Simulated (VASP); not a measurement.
Write the native input for VASP 6.6.1 that does the following.

```
Task                   : single point
Functional             : PBEsol
Potentials or basis    : VASP PAW PBE potentials, release 64 (Rb_sv)
Cutoff                 : 520 eV
k mesh                 : 12 × 12 × 12
Occupations            : gaussian, width 0.15 eV
Spin                   : no spin polarisation
Dipole correction      : no
Further INCAR settings : ALGO = Fast; EDIFF = 1e-07; NBANDS = 10
```

The structure of Rb lies in POSCAR:

```
Rb
1.0
    0.0000000000      3.4578904365      3.6398846700
    3.4578904365      0.0000000000      3.6398846700
    3.4578904365      3.4578904365      0.0000000000
Rb
1
Direct
    0.0000000000      0.0000000000      0.0000000000
```

This cell differs from its parent crystal: strain -0.0500 x Voigt [1, 1, 0, 0, 0, 0].

One way to write it, as run:

INCAR

```
  PREC = Accurate
  ENCUT = 520
  EDIFF = 1E-7
  ISMEAR = 0
  SIGMA = 0.15
  LREAL = F
  LASPH = T
  NELM = 60
  ALGO = Fast
  ISIF = 2
  LWAVE = F
  LCHARG = F
  GGA = PS
  NBANDS = 10
```

KPOINTS

```
Automatic mesh
0
Gamma
  12 12 12
```

Potentials or basis: VASP PAW PBE potentials, release 64 (Rb_sv).

Run with:

```sh
$ cat potpaw_PBE.64/Rb_sv/POTCAR > POTCAR
$ mpirun -np 1 vasp_std > vasp.out
```

Results of the run:

```json
{"Pressure": "0.0 GPa", "Band gap on the k mesh": "zero (an odd number of electrons rules out a gap without spin polarisation)"}
```

Caveat: the cell differs from its parent crystal (strain -0.0500 x Voigt [1, 1, 0, 0, 0, 0]); the PAW data sets were made with another functional, which shifts forces and pressure a little.

Wall time 94 s on 1 thread of Intel(R) Xeon(R) Platinum 8488C (Sapphire Rapids) (shared host), peak memory 0.31 GiB.
